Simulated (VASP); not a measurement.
Wanted: the native input for a VASP 6.6.1 run.

```yaml
Task: single point
Functional: PBEsol
Potentials_or_basis: VASP PAW PBE potentials, release 64 (Pt)
Cutoff: 520 eV
k_mesh: 26 × 26 × 26
Occupations: gaussian, width 0.15 eV
Spin: no spin polarisation
Dipole_correction: no
Further_INCAR_settings: ALGO = Fast; EDIFF = 1e-06; NBANDS = 11
```

The structure of Pt lies in POSCAR:

```
Pt
1.0
   -1.5604706012      1.5604706012      1.6306917783
    1.5604706012     -1.5604706012      1.6306917783
    1.5604706012      1.5604706012     -1.6306917783
Pt
1
Direct
    0.0000000000      0.0000000000      0.0000000000
```

This cell differs from its parent crystal: strain +0.0450 x Voigt [0, 0, 1, 0, 0, 0].

These files were run (other wordings do the same):

INCAR

```
SYSTEM = Pt
ALGO = Fast
EDIFF = 1E-6
ENCUT = 520
GGA = PS
ISIF = 2
ISMEAR = 0
LASPH = .TRUE.
LCHARG = .FALSE.
LREAL = .FALSE.
LWAVE = .FALSE.
NBANDS = 11
NELM = 100
PREC = Accurate
SIGMA = 0.15
```

KPOINTS

```
k-points
0
G
  26 26 26
  0 0 0
```

Potentials or basis: VASP PAW PBE potentials, release 64 (Pt).

The run is started by

```sh
$ cat potpaw_PBE.64/Pt/POTCAR > POTCAR
$ mpirun -np 1 vasp_std > vasp.out
```

It gave:

* Pressure: -11.2 GPa
* Band gap on the k mesh: zero (bands 5 and 6 overlap by 2.14 eV)

Caveat: the cell differs from its parent crystal (strain +0.0450 x Voigt [0, 0, 1, 0, 0, 0]); the cell stands under tension; the PAW data sets were made with another functional, which shifts forces and pressure a little; spin-orbit coupling is left out, which moves the levels of the heavy elements.

Wall time 4.3 min on 1 thread of Intel(R) Xeon(R) Platinum 8259CL CPU @ 2.50GHz (Skylake/Cascade Lake) (shared host), peak memory 0.33 GiB.
